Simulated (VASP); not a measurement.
A run of VASP 6.6.1:

File INCAR:

```
  ALGO = Normal
  EDIFF = 1E-6
  ENCUT = 520
  GGA = PE
  ISIF = 2
  ISMEAR = -1
  ISYM = 0
  LASPH = True
  LCHARG = False
  LREAL = Auto
  LWAVE = False
  NBANDS = 165
  NELM = 60
  PREC = Accurate
  SIGMA = 0.05
```

The input KPOINTS:

```
Automatic mesh
0
Gamma
  1 1 1
  0.25 0.25 0.25
```

File POSCAR:

```
Ag7Sn5
1.0
    8.3282380000     -0.0906800000      0.1941310000
   -0.0906800000      8.2169270000     -0.2378250000
    0.1941310000     -0.2378250000      8.2945030000
Ag Sn
14 10
Direct
    0.9466590511      0.7026548709      0.9815735827
    0.7077522780      0.7735860151      0.2111840139
    0.7874330771      0.9038305594      0.5027238319
    0.2011016158      0.9756151457      0.0396364453
    0.3361900388      0.9688725177      0.5215895634
    0.1824754776      0.5905110190      0.7299108984
    0.4575992484      0.1966266264      0.2210345246
    0.0851597463      0.8679812316      0.3391364726
    0.8203933953      0.5104017781      0.7396231592
    0.7801185169      0.0485634408      0.0951628340
    0.5905149271      0.5768499407      0.4756731155
    0.7893120109      0.4114871655      0.1277249529
    0.1344078998      0.2740771526      0.8543166069
    0.0614778953      0.9059391995      0.7280960927
    0.5266537720      0.4069434917      0.9393125197
    0.8291947906      0.1290951519      0.7724463588
    0.1400028367      0.4393550152      0.1541369888
    0.3807297906      0.3578023428      0.5887066274
    0.4854684709      0.0749829097      0.8362779941
    0.1461166775      0.1930042073      0.3928334764
    0.9302032622      0.5917929149      0.4308308600
    0.3691217559      0.6845432020      0.2335564303
    0.7510720709      0.2354367701      0.4383918334
    0.5298381778      0.7208645443      0.8287421917
```

Potentials or basis: VASP PAW PBE potentials, release 64 (Ag, Sn_d).

The run is started by

```sh
$ cat potpaw_PBE.64/Ag/POTCAR potpaw_PBE.64/Sn_d/POTCAR > POTCAR
$ mpirun -np 1 vasp_std > vasp.out
```

Hardware: 1 thread of Intel(R) Xeon(R) Platinum 8259CL CPU @ 2.50GHz (Skylake/Cascade Lake), on a shared host.

Problem. How long does it take, and how much memory?

Solution. Run time: 3.7 min on 1 thread of Intel(R) Xeon(R) Platinum 8259CL CPU @ 2.50GHz (Skylake/Cascade Lake), with other jobs on the host, peak memory 0.57 GiB. Counts: scf iterations 15, k points 1.
